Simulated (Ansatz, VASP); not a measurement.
Mo in VASP and in Ansatz

```
Mo
1.0
     2.74577    0.00000    0.00000
    -1.37289    2.37791    0.00000
     0.00000    0.00000    2.48114
Mo
1
Direct
  0.00000 0.00000 0.50000
```

Alike in both runs: functional PBEsol; k mesh 11 × 11 × 11; occupations methfessel-paxton of order 1, width 0.15 eV; no spin polarisation.

Ansatz relaxed the structure, and its values are those at the end. VASP's run is a single point on that final structure, the one shown.

```csv
,VASP,Ansatz
version,VASP 6.6.1,Ansatz 0.2.0
potentials or method,"VASP PAW PBE potentials, release 64 (Mo_sv)","plane waves, PAW"
plane-wave cutoff (eV),520,420
valence electrons in the cell,14,14
```

```tsv
	VASP	Ansatz	Ansatz less VASP
pressure (GPa)	0.6	0.0	-0.61
```

VASP's potentials were made for PBE, not for PBEsol. The functional is the same, so the differences come from potentials, cutoffs and numerics.
